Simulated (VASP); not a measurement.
GdRe3:

```xyz
4
Lattice="4.1337 0.0000 0.0000 0.0000 4.1337 0.0000 0.0000 0.0000 4.1337" Properties=species:S:1:pos:R:3 pbc="T T T"
Gd    0.0000    0.0000    0.0000
Re    0.0000    2.0669    2.0669
Re    2.0669    2.0669    0.0000
Re    2.0669    0.0000    2.0669
```

Base run:

| Item | Value |
| --- | --- |
| Program | VASP 6.6.1 |
| Functional | PBE |
| Potentials or basis | VASP PAW PBE potentials, release 64 (Gd, Re) |
| Cutoff | 520 eV |
| k mesh | 8 × 8 × 8 |
| Occupations | gaussian, width 0.05 eV |
| Spin | no spin polarisation |
| Hubbard terms | Gd f U = 6.0 eV |

Its results: pressure -10.8 GPa.

The run is repeated on the same cell with these changes: spin from no spin polarisation to collinear spin, ferromagnetic start; further incar settings from ALGO = Normal; EDIFF = 1e-06; NBANDS = 28 to ALGO = Normal; EDIFF = 1e-07; NBANDS = 32. What comes out?

Pressure -0.1 GPa; net moment 7.10 μB per cell; site moments Gd +6.88; Re -0.02 μB.

Caveats: the cell stands under tension (at least some runs); U without spin polarisation on a metal has little footing (at least some runs).
